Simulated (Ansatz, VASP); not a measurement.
Two plane-wave programs on GaSbTe4

```xyz
6
Lattice="4.8295 -4.9414 0.0000 4.8295 4.9414 0.0000 0.0000 0.0000 4.2759" Properties=species:S:1:pos:R:3 pbc="T T T"
Ga    0.0000    0.0000    2.1379
Sb    4.8295    0.0000    0.0000
Te    7.8578    0.0000    0.0000
Te    4.8295   -2.0951    2.1379
Te    1.8011    0.0000    0.0000
Te    4.8295    2.0951    2.1379
```

Change from the starting cell: species swapped into the CrIrO4 type (Cmmm, No. 65).

Alike in both runs: functional PBE; k mesh 6 × 6 × 10; occupations gaussian, width 0.1 eV; no spin polarisation.

Ansatz relaxed the structure, and its values are those at the end. VASP's run is a single point on that final structure, the one shown.

```csv
,VASP,Ansatz
version,VASP 6.6.1,Ansatz 0.2.0
potentials or method,"VASP PAW PBE potentials, release 64 (Ga_d, Sb, Te), cutoff 520 eV","scalar-relativistic, plane waves, PAW"
valence electrons in the cell,42,92
```

```tsv
	VASP	Ansatz	Ansatz less VASP
gap on the k mesh at the Fermi level (eV)	none	none	-
pressure (GPa)	0.0	0.0	+0.01
```

A gap of «none» marks a metal or a gap that the smearing closes. VASP's potentials hold 42 valence electrons a cell and Ansatz's 92, so a difference there can come from the potentials and not from the codes.

Neither program's run includes spin-orbit coupling.
